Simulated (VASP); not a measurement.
# BeTe (F-43m) in VASP: a series of runs

BeTe is run at these levels: PBE, r2SCAN, HSE06; tasks: single point.

All numbers are computed with VASP 6.6.1; they aren't measurements. Logs are shortened: lines on timing, memory, paths and dates and some standing lists are left out, and cuts for length are marked.

## 1. The cell of the first run

Symmetry: F-43m, No. 216, cubic system. The conventional cell has a = 5.657 Å, b = 5.657 Å, c = 5.657 Å, α = 90.00°, β = 90.00°, γ = 90.00°. Be (site symmetry -43m) has 4 Te at 2.45 Å within 3.2 Å. Te (site symmetry -43m) has 4 Be at 2.45 Å within 3.2 Å.

## 2. Single point, PBE

INCAR reads:

```
SYSTEM = BeTe
PREC     = Accurate       ! precision mode
ENCUT    = 520            ! plane-wave cutoff, eV
EDIFF    = 1E-6           ! SCF threshold, eV
ISMEAR   = 0              ! smearing method
SIGMA    = 0.01           ! smearing width, eV
LREAL    = .False.        ! projectors in reciprocal space
LASPH    = .True.         ! aspherical terms in the spheres
NELM     = 80             ! most SCF steps
ALGO     = Normal         ! electronic algorithm
ISIF     = 2              ! what is computed and relaxed
LWAVE    = .False.        ! write WAVECAR
LCHARG   = .False.        ! write CHGCAR
GGA      = PE             ! functional
NBANDS   = 11             ! bands
```

KPOINTS reads:

```
Automatic mesh
0
Gamma
  6 6 6
  0 0 0
```

POSCAR reads:

```
BeTe
1.0
    0.0000000000      2.8286236224      2.8286236224
    2.8286236224      0.0000000000      2.8286236224
    2.8286236224      2.8286236224      0.0000000000
Be Te
1 1
Direct
    0.0000000000      0.0000000000      0.0000000000
    0.2500000000      0.2500000000      0.2500000000
```

Potentials or basis: VASP PAW PBE potentials, release 64 (Be, Te).

Run with:

```
$ cat potpaw_PBE.64/Be/POTCAR potpaw_PBE.64/Te/POTCAR > POTCAR
$ mpirun -np 1 vasp_std > vasp.out
```

OUTCAR:

```text
SYSTEM = BeTe
   PREC = Accurate
   ENCUT = 520
   EDIFF = 1E-6
   ISMEAR = 0
   LREAL = .False.
   LASPH = .True.
   NELM = 80
   ISIF = 2
   GGA = PE

 ion  position               nearest neighbor table
   1  0.000  0.000  0.000-   2 2.45   2 2.45   2 2.45   2 2.45
   2  0.250  0.250  0.250-   1 2.45   1 2.45   1 2.45   1 2.45

  LATTYP: Found a face centered cubic cell.
 ALAT       =     5.6572472448

  Lattice vectors:

 A1 = (   0.0000000000,   2.8286236224,   2.8286236224)
 A2 = (   2.8286236224,   0.0000000000,   2.8286236224)
 A3 = (   2.8286236224,   2.8286236224,   0.0000000000)

Analysis of symmetry for initial positions (statically):
=====================================================================
 Subroutine PRICEL returns:
 Original cell was already a primitive cell.

 Routine SETGRP: Setting up the symmetry group for a
 face centered cubic supercell.

 Subroutine GETGRP returns: Found 24 space group operations
 (whereof 24 operations were pure point group operations)
 out of a pool of 48 trial point group operations.

The static configuration has the point symmetry T_d .

Analysis of symmetry for dynamics (positions and initial velocities):
=====================================================================
 Subroutine PRICEL returns:
 Original cell was already a primitive cell.

 Routine SETGRP: Setting up the symmetry group for a
 face centered cubic supercell.

 Subroutine GETGRP returns: Found 24 space group operations
 (whereof 24 operations were pure point group operations)
 out of a pool of 48 trial point group operations.

The dynamic configuration has the point symmetry T_d .

 Subroutine INISYM returns: Found 24 space group operations
 (whereof 24 operations are pure point group operations),
 and found     1 'primitive' translations

----------------------------------------------------------------------------------------

                                     Primitive cell

  volume of cell :      45.2643

  direct lattice vectors                    reciprocal lattice vectors
     0.000000000  2.828623622  2.828623622    -0.176764415  0.176764415  0.176764415
     2.828623622  0.000000000  2.828623622     0.176764415 -0.176764415  0.176764415
     2.828623622  2.828623622  0.000000000     0.176764415  0.176764415 -0.176764415

  length of vectors
     4.000277890  4.000277890  4.000277890     0.306164948  0.306164948  0.306164948

[... 78 lines left out ...]
   ISYM   =      2    0-nonsym 1-usesym 2-fastsym
   POTIM  = 0.5000    time-step for ionic-motion
   TEBEG  =    0.0;   TEEND  =   0.0 temperature during run
   PSTRESS=    0.0 pullay stress
   NELECT =       8.0000    total number of electrons
   NUPDOWN=      -1.0000    fix difference up-down
   EMIN   =  10.00;   EMAX   =-10.00  energy-range for DOS
   EFERMI =   0.00;   METHOD = LEGACY
   ISMEAR =     0;   SIGMA  =   0.01  broadening in eV -4-tet -1-fermi 0-gaus
   EFERMI_NEDOS =   21; number of points for ismear=-14 and -15
   IALGO  =     38    algorithm
   IMIX   =      4    mixing-type and parameters
     AMIX     =   0.40;   BMIX     =  1.00
     AMIX_MAG =   1.60;   BMIX_MAG =  1.00
  volume/ion in A,a.u.               =      22.63       152.73
  Fermi-wavevector in a.u.,A,eV,Ry     =   0.918727  1.736142 11.484116  0.844059
  Thomas-Fermi vector in A             =   2.043841
   LORBIT       =      0    0 simple, 1 ext, 2 COOP (PROOUT), +10 PAW based schemes
   GGA     = PE    functional components
   LHFCALC =     F    Hartree Fock is set to
   AEXX    =    0.0000 exact exchange contribution
   IVDW    =     0    specifies the selected vdW correction
   LEPSILON=     F    determine dielectric tensor
   LRPA    =     F    only Hartree local field effects (RPA)
 non-spin polarized calculation
 Gauss-broadening in eV      SIGMA  =   0.01
  energy-cutoff  :      520.00
  volume of cell :       45.26
 maximum number of plane-waves:      1243
 NGX is ok and might be reduce to    30
   NGX = 15   NGY = 15   NGZ = 15

 number of electron       8.0000000 magnetization

 Free energy of the ion-electron system (eV)
  ---------------------------------------------------
  ext. energy  EPLUGINS =         0.00000000
  ---------------------------------------------------
  free energy    TOTEN  =        -7.61857851 eV

  energy without entropy =       -7.61857851  energy(sigma->0) =       -7.61857851

 E-fermi :   5.0677     XC(G=0):  -9.0015

 val. band max:        4.9493290499   @ k =   0.0000   0.0000   0.0000
 cond. band min:       6.9545029035   @ k =   0.5000   0.5000   0.0000
 fundamental gap:      2.0051738536
 Fermi energy:         5.0677467804

 k-point     1 :       0.0000    0.0000    0.0000
  band No.  band energies     occupation
      1      -7.2597      2.00000
      2       4.9493      2.00000
      3       4.9493      2.00000
      4       4.9493      2.00000
      5       8.5687      0.00000
      6       8.5687      0.00000
      7       8.5687      0.00000
      8       8.6728      0.00000
      9      13.2453      0.00000
     10      15.1649      0.00000
     11      15.1649      0.00000
[... 197 lines left out ...]
 k-point    16 :      -0.3333    0.5000    0.1667
  band No.  band energies     occupation
      1      -5.4452      2.00000
      2       0.2316      2.00000
      3       1.6276      2.00000
      4       1.9257      2.00000
      5       8.6684      0.00000
      6       9.2209      0.00000
      7      12.2403      0.00000
      8      12.5101      0.00000
      9      15.8016      0.00000
     10      16.6272      0.00000
     11      17.7270      0.00000

------------------------ aborting loop because EDIFF is reached ----------------------------------------

  FORCE on cell =-STRESS in cart. coord.  units (eV):
  Direction    XX          YY          ZZ          XY          YZ          ZX
  --------------------------------------------------------------------------------------
  -------------------------------------------------------------------------------------
  Total        0.1062637      0.1062637      0.1062637      0.0000000     -0.0000000     -0.0000000
  in kB        3.7613164      3.7613164      3.7613164      0.0000000     -0.0000000     -0.0000000
  external PRESSURE =       3.7613164 kB  Pullay stress =       0.0000000 kB

 VOLUME and BASIS-vectors are now :
 -----------------------------------------------------------------------------
  energy-cutoff  :      520.00
  volume of cell :       45.26
      direct lattice vectors                 reciprocal lattice vectors
     0.000000000  2.828623622  2.828623622    -0.176764415  0.176764415  0.176764415
     2.828623622  0.000000000  2.828623622     0.176764415 -0.176764415  0.176764415
     2.828623622  2.828623622  0.000000000     0.176764415  0.176764415 -0.176764415

 POSITION                                       TOTAL-FORCE (eV/Angst)
 -----------------------------------------------------------------------------------
      0.00000      0.00000      0.00000        -0.000000     -0.000000      0.000000
      1.41431      1.41431      1.41431         0.000000      0.000000     -0.000000
 -----------------------------------------------------------------------------------
    total drift:                                0.000000      0.000000      0.000000

  FREE ENERGIE OF THE ION-ELECTRON SYSTEM (eV)
  ---------------------------------------------------
  free  energy   TOTEN  =        -7.6185785052 eV

  energy  without entropy=       -7.6185785052  energy(sigma->0) =       -7.61857851
```

OSZICAR:

```text
N       E                     dE             d eps       ncg     rms          rms(c)
DAV:   1     0.179049768674E+02    0.17905E+02   -0.31086E+03   352   0.578E+02
DAV:   2    -0.675537365621E+01   -0.24660E+02   -0.23580E+02   467   0.882E+01
DAV:   3    -0.773369001542E+01   -0.97832E+00   -0.97568E+00   495   0.186E+01
DAV:   4    -0.774171934833E+01   -0.80293E-02   -0.80286E-02   417   0.186E+00
DAV:   5    -0.774188264050E+01   -0.16329E-03   -0.16329E-03   452   0.264E-01    0.403E+00
DAV:   6    -0.764646166411E+01    0.95421E-01   -0.11039E-01   409   0.134E+00    0.242E+00
DAV:   7    -0.761753179451E+01    0.28930E-01   -0.96460E-02   409   0.136E+00    0.459E-01
DAV:   8    -0.761825816496E+01   -0.72637E-03   -0.59695E-03   403   0.444E-01    0.749E-02
DAV:   9    -0.761851114882E+01   -0.25298E-03   -0.32745E-04   419   0.106E-01    0.292E-02
DAV:  10    -0.761857363943E+01   -0.62491E-04   -0.76967E-05   408   0.449E-02    0.147E-02
DAV:  11    -0.761857622595E+01   -0.25865E-05   -0.26842E-06   455   0.960E-03    0.968E-03
DAV:  12    -0.761857842706E+01   -0.22011E-05   -0.47215E-06   379   0.124E-02    0.531E-03
DAV:  13    -0.761857850524E+01   -0.78181E-07   -0.29727E-08   277   0.128E-03
   1 F= -.76185785E+01 E0= -.76185785E+01  d E =-.986306E-65
```

It took 8.4 s on 1 thread of AMD EPYC 7R43 (Zen 3), shared host; peak memory 0.13 GiB.

What came out:

* Free energy: -7.6186 eV
* Pressure: 0.4 GPa
* Band gap on the k mesh: 2.01 eV (least direct gap 3.62 eV)

Caveat: spin-orbit coupling is left out, which moves the levels of the heavy elements. A k mesh can miss the band edges.

(Continued in part 2 of 2.)
